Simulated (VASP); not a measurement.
# CdS (Greenockite) (P6_3mc) in VASP: notebook, part 2 of 2

VASP 6.6.1. The steps go on from the part before.

## 4. Single point, PBE

This run uses another cell than the first one, of 23.86 Å³/atom, 1.056 times its volume.

Contents of INCAR:

```
ALGO     = Normal         # electronic algorithm
EDIFF    = 1E-6           # SCF threshold, eV
ENCUT    = 520            # plane-wave cutoff, eV
GGA      = PE             # functional
ISIF     = 2              # what is computed and relaxed
ISMEAR   = 1              # smearing method
LASPH    = T              # aspherical terms in the spheres
LCHARG   = F              # write CHGCAR
LREAL    = F              # projectors in reciprocal space
LWAVE    = F              # write WAVECAR
NBANDS   = 26             # bands
NELM     = 80             # most SCF steps
PREC     = Accurate       # precision mode
SIGMA    = 0.05           # smearing width, eV
```

Contents of KPOINTS:

```
k-points
0
Gamma
  6 6 4
```

Contents of POSCAR:

```
CdS
1.0
    4.0796474258      0.0000000000      0.0000000000
   -2.0398237129      3.5330778908      0.0000000000
    0.0000000000      0.0000000000      6.6227914959
Cd S
2 2
Direct
    0.3333333333      0.6666666667      0.0000000000
    0.6666666667      0.3333333333      0.5000000000
    0.3333333333      0.6666666667      0.3750000000
    0.6666666667      0.3333333333      0.8750000000
```

Potentials or basis: VASP PAW PBE potentials, release 64 (Cd, S).

On the command line:

```bash
$ cat potpaw_PBE.64/Cd/POTCAR potpaw_PBE.64/S/POTCAR > POTCAR
$ mpirun -np 1 vasp_std > vasp.out
```

OUTCAR:

```text
EDIFF = 1E-6
   ENCUT = 520
   GGA = PE
   ISIF = 2
   ISMEAR = 1
   LASPH = T
   LREAL = F
   NELM = 80
   PREC = Accurate

 ion  position               nearest neighbor table
   1  0.333  0.667  0.000-   3 2.48   4 2.50   4 2.50   4 2.50
   2  0.667  0.333  0.500-   4 2.48   3 2.50   3 2.50   3 2.50
   3  0.333  0.667  0.375-   1 2.48   2 2.50   2 2.50   2 2.50
   4  0.667  0.333  0.875-   2 2.48   1 2.50   1 2.50   1 2.50

  LATTYP: Found a hexagonal cell.
 ALAT       =     4.0796474258
 C/A-ratio  =     1.6233734940

  Lattice vectors:

 A1 = (   4.0796474258,   0.0000000000,   0.0000000000)
 A2 = (  -2.0398237129,   3.5330778908,   0.0000000000)
 A3 = (   0.0000000000,   0.0000000000,   6.6227914959)

Analysis of symmetry for initial positions (statically):
=====================================================================
 Subroutine PRICEL returns:
 Original cell was already a primitive cell.

 Routine SETGRP: Setting up the symmetry group for a
 hexagonal supercell.

 Subroutine GETGRP returns: Found 12 space group operations
 (whereof  6 operations were pure point group operations)
 out of a pool of 24 trial point group operations.

The static configuration has the point symmetry C_3v.
 The point group associated with its full space group is C_6v.

Analysis of symmetry for dynamics (positions and initial velocities):
=====================================================================
 Subroutine PRICEL returns:
 Original cell was already a primitive cell.

 Routine SETGRP: Setting up the symmetry group for a
 hexagonal supercell.

 Subroutine GETGRP returns: Found 12 space group operations
 (whereof  6 operations were pure point group operations)
 out of a pool of 24 trial point group operations.

The dynamic configuration has the point symmetry C_3v.
 The point group associated with its full space group is C_6v.

 Subroutine INISYM returns: Found 12 space group operations
 (whereof  6 operations are pure point group operations),
 and found     1 'primitive' translations

----------------------------------------------------------------------------------------

                                     Primitive cell

  volume of cell :      95.4590

  direct lattice vectors                    reciprocal lattice vectors
     4.079647426  0.000000000  0.000000000     0.245119221  0.141519665  0.000000000
    -2.039823713  3.533077891  0.000000000     0.000000000  0.283039330  0.000000000
     0.000000000  0.000000000  6.622791496     0.000000000  0.000000000  0.150993731

  length of vectors
     4.079647426  4.079647063  6.622791496     0.283039305  0.283039330  0.150993731

  position of ions in fractional coordinates (direct lattice)
     0.333333333  0.666666667  0.000000000
     0.666666667  0.333333333  0.500000000
     0.333333333  0.666666667  0.375000000
     0.666666667  0.333333333  0.875000000

  ion indices of the primitive-cell ions
   primitive index   ion index
                 1           1
                 2           2
                 3           3
                 4           4

----------------------------------------------------------------------------------------

 KPOINTS: k-points

Automatic generation of k-mesh.
 Grid dimensions read from file:
 generate k-points for:    6    6    4

 Generating k-lattice:

  Cartesian coordinates                     Fractional coordinates (reciprocal lattice)
     0.040853204  0.023586611  0.000000000     0.166666667  0.000000000  0.000000000
     0.000000000  0.047173222  0.000000000     0.000000000  0.166666667  0.000000000
     0.000000000  0.000000000  0.037748433     0.000000000  0.000000000  0.250000000

  Length of vectors
     0.047173218  0.047173222  0.037748433

  Shift w.r.t. Gamma in fractional coordinates (k-lattice)
     0.000000000  0.000000000  0.000000000

 Subroutine IBZKPT returns following result:
 ===========================================

 Found     21 irreducible k-points:

 Following reciprocal coordinates:
            Coordinates               Weight
  0.000000  0.000000  0.000000      1.000000
  0.166667  0.000000  0.000000      6.000000
  0.333333 -0.000000  0.000000      6.000000
  0.500000  0.000000  0.000000      3.000000
  0.166667  0.166667  0.000000      6.000000
  0.333333  0.166667  0.000000     12.000000
[... 13 lines left out ...]
  0.333333  0.166667  0.500000     12.000000
  0.333333  0.333333  0.500000      2.000000
   k-points           NKPTS =     21   k-points in BZ     NKDIM =     21   number of bands    NBANDS=     26
   number of dos      NEDOS =    301   number of ions     NIONS =      4
   total plane-waves  NPLWV =  45000
   dimension x,y,z NGX =    30 NGY =   30 NGZ =   50
   dimension x,y,z NGXF=    60 NGYF=   60 NGZF=  100
   ions per type =               2   2
   NGX,Y,Z   is equivalent  to a cutoff of  12.23, 12.23, 12.55 a.u.
   NGXF,Y,Z  is equivalent  to a cutoff of  24.45, 24.45, 25.10 a.u.
 SYSTEM =  unknown system
   PREC   = accura    normal or accurate (medium, high low for compatibility)
   ISTART =      0    job   : 0-new  1-cont  2-samecut
   ICHARG =      2    charge: 1-file 2-atom 10-const
   ISPIN  =      1    spin polarized calculation?
   LNONCOLLINEAR =      F non collinear calculations
   LSORBIT =      F    spin-orbit coupling
   LASPH  =      T    aspherical Exc in radial PAW
   ENCUT  =  520.0 eV  38.22 Ry    6.18 a.u.   7.59  7.59 12.31*2*pi/ulx,y,z
   NELM   =     80;   NELMIN=  2; NELMDL= -5     # of ELM steps
   EDIFF  = 0.1E-05   stopping-criterion for ELM
   LREAL  =      F    real-space projection
   EDIFFG = 0.1E-04   stopping-criterion for IOM
   NSW    =      0    number of steps for IOM
   IBRION =     -1    ionic relax: 0-MD 1-quasi-New 2-CG
   NFREE  =      0    steps in history (QN), initial steepest desc. (CG)
   ISIF   =      2    stress and relaxation
   ISYM   =      2    0-nonsym 1-usesym 2-fastsym
   POTIM  = 0.5000    time-step for ionic-motion
   TEBEG  =    0.0;   TEEND  =   0.0 temperature during run
   PSTRESS=    0.0 pullay stress
   NELECT =      36.0000    total number of electrons
   NUPDOWN=      -1.0000    fix difference up-down
   EMIN   =  10.00;   EMAX   =-10.00  energy-range for DOS
   EFERMI =   0.00;   METHOD = LEGACY
   ISMEAR =     1;   SIGMA  =   0.05  broadening in eV -4-tet -1-fermi 0-gaus
   EFERMI_NEDOS =   21; number of points for ismear=-14 and -15
   IALGO  =     38    algorithm
   IMIX   =      4    mixing-type and parameters
     AMIX     =   0.40;   BMIX     =  1.00
     AMIX_MAG =   1.60;   BMIX_MAG =  1.00
  volume/ion in A,a.u.               =      23.86       161.05
  Fermi-wavevector in a.u.,A,eV,Ry     =   1.182778  2.235127 19.034068  1.398965
  Thomas-Fermi vector in A             =   2.319026
   LORBIT       =      0    0 simple, 1 ext, 2 COOP (PROOUT), +10 PAW based schemes
   GGA     = PE    functional components
   LHFCALC =     F    Hartree Fock is set to
   AEXX    =    0.0000 exact exchange contribution
   IVDW    =     0    specifies the selected vdW correction
   LEPSILON=     F    determine dielectric tensor
   LRPA    =     F    only Hartree local field effects (RPA)
 non-spin polarized calculation
 Methfessel and Paxton  Order N= 1 SIGMA  =   0.05
  energy-cutoff  :      520.00
  volume of cell :       95.46
 maximum number of plane-waves:      2610
   NGX = 15   NGY = 15   NGZ = 25

 number of electron      36.0000025 magnetization

 Free energy of the ion-electron system (eV)
  ---------------------------------------------------
  ext. energy  EPLUGINS =         0.00000000
  ---------------------------------------------------
  free energy    TOTEN  =       -12.13395154 eV

  energy without entropy =      -12.13400521  energy(sigma->0) =      -12.13396943

 E-fermi :   1.6942     XC(G=0):  -9.3266

 val. band max:        1.6537034620   @ k =   0.0000   0.0000   0.0000
 cond. band min:       2.9731693201   @ k =   0.0000   0.0000   0.0000
 fundamental gap:      1.3194658582
 Fermi energy:         1.6941551032

 k-point     1 :       0.0000    0.0000    0.0000
  band No.  band energies     occupation
      1     -10.9660      2.00000
      2     -10.4912      2.00000
      3      -6.2141      2.00000
      4      -6.1892      2.00000
      5      -6.1892      2.00000
      6      -6.0915      2.00000
[... 598 lines left out ...]
     25      11.0096      0.00000
     26      11.0096      0.00000

------------------------ aborting loop because EDIFF is reached ----------------------------------------

  FORCE on cell =-STRESS in cart. coord.  units (eV):
  Direction    XX          YY          ZZ          XY          YZ          ZX
  --------------------------------------------------------------------------------------
  -------------------------------------------------------------------------------------
  Total        3.4634044      3.4634036      3.9610171      0.0000000      0.0000000      0.0000000
  in kB       58.1295367     58.1295229     66.4814324      0.0000000      0.0000000      0.0000000
  external PRESSURE =      60.9134973 kB  Pullay stress =       0.0000000 kB

 VOLUME and BASIS-vectors are now :
 -----------------------------------------------------------------------------
  energy-cutoff  :      520.00
  volume of cell :       95.46
      direct lattice vectors                 reciprocal lattice vectors
     4.079647426  0.000000000  0.000000000     0.245119221  0.141519665  0.000000000
    -2.039823713  3.533077891  0.000000000     0.000000000  0.283039330  0.000000000
     0.000000000  0.000000000  6.622791496     0.000000000  0.000000000  0.150993731

 POSITION                                       TOTAL-FORCE (eV/Angst)
 -----------------------------------------------------------------------------------
     -0.00000      2.35539      0.00000        -0.000000     -0.000000     -0.078817
      2.03982      1.17769      3.31140        -0.000000      0.000000     -0.078817
     -0.00000      2.35539      2.48355         0.000000      0.000000      0.078817
      2.03982      1.17769      5.79494        -0.000000      0.000000      0.078817
 -----------------------------------------------------------------------------------
    total drift:                                0.000000      0.000000      0.000852

  FREE ENERGIE OF THE ION-ELECTRON SYSTEM (eV)
  ---------------------------------------------------
  free  energy   TOTEN  =       -12.1339515364 eV

  energy  without entropy=      -12.1340052061  energy(sigma->0) =      -12.13396943
```

Run time: 69 s. Hardware: 1 thread of Intel Xeon 8259CL, shared host; peak memory 0.22 GiB.

Results:

- Free energy: -12.1340 eV
- Pressure: 6.1 GPa
- Largest force: 0.079 eV/Å
- Band gap on the k mesh: 1.32 eV, direct

Forces in eV/Å, atoms in the order of the input:
```
Cd   0.000  0.000 -0.079
Cd   0.000  0.000 -0.079
S    0.000  0.000  0.079
S    0.000  0.000  0.079
```

Stress tensor (GPa, compression positive):
```
5.81 0.00 0.00
0.00 5.81 0.00
0.00 0.00 6.65
```

## 5. Overview

```tsv
cell	gap on the mesh (eV)	pressure (GPa)	largest force (eV/Å)
a = 4.007, b = 4.007, c = 6.505 Å, angles 90.0, 90.0, 120.0°, 4 atoms	1.44	10.9	0.09
a = 4.044, b = 4.044, c = 6.564 Å, angles 90.0, 90.0, 120.0°, 4 atoms	1.38	8.4	0.08
a = 4.080, b = 4.080, c = 6.623 Å, angles 90.0, 90.0, 120.0°, 4 atoms	1.32	6.1	0.08
```

Alike in all rows: task single point; level PBE; potentials or basis VASP PAW PBE potentials, release 64 (Cd, S); no spin polarisation; k mesh 6 × 6 × 4; cutoff (eV) 520; smearing methfessel-paxton 0.05 eV.

Total energies depend on the potentials used, so only differences within one code and one set of settings carry meaning.
